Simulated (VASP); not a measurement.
Runs of VASP 6.6.1 on ZnO (zincite). The structure is that of space group P6_3mc (No. 186), or close to it. The cells are those of the table. 

```tsv
level	cell	gap on the mesh (eV)	pressure (GPa)	largest force (eV/Å)
PBEsol+D3(BJ)	a = 3.271, b = 3.271, c = 5.240 Å, angles 90.0, 90.0, 120.0°, 4 atoms	0.66	-5.7	0.06
BLYP+D4	a = 3.258, b = 3.258, c = 5.279 Å, angles 90.0, 90.0, 120.0°, 4 atoms	0.91	0.9	-
PBEsol+D3(BJ)	a = 3.183, b = 3.183, c = 5.099 Å, angles 90.0, 90.0, 120.0°, 4 atoms	0.77	6.7	(b)
PBE	a = 3.271, b = 3.271, c = 5.240 Å, angles 90.0, 90.0, 120.0°, 4 atoms	0.76	3.0	0.07
PBEsol+D3(BJ)	a = 3.292, b = 3.292, c = 5.274 Å, angles 90.0, 90.0, 120.0°, 4 atoms	(a)	-8.0	0.05
```

Alike in all rows: task single point; potentials or basis VASP PAW PBE potentials, release 64 (Zn, O); no spin polarisation; k mesh 9 × 9 × 5; cutoff (eV) 520; smearing fermi-dirac 0.05 eV.

Problem. Fill in the values left out.

Solution. (a) 0.63; (b) 0.09.

Caveats: the PAW data sets were made with another functional, which shifts forces and pressure a little (some runs).

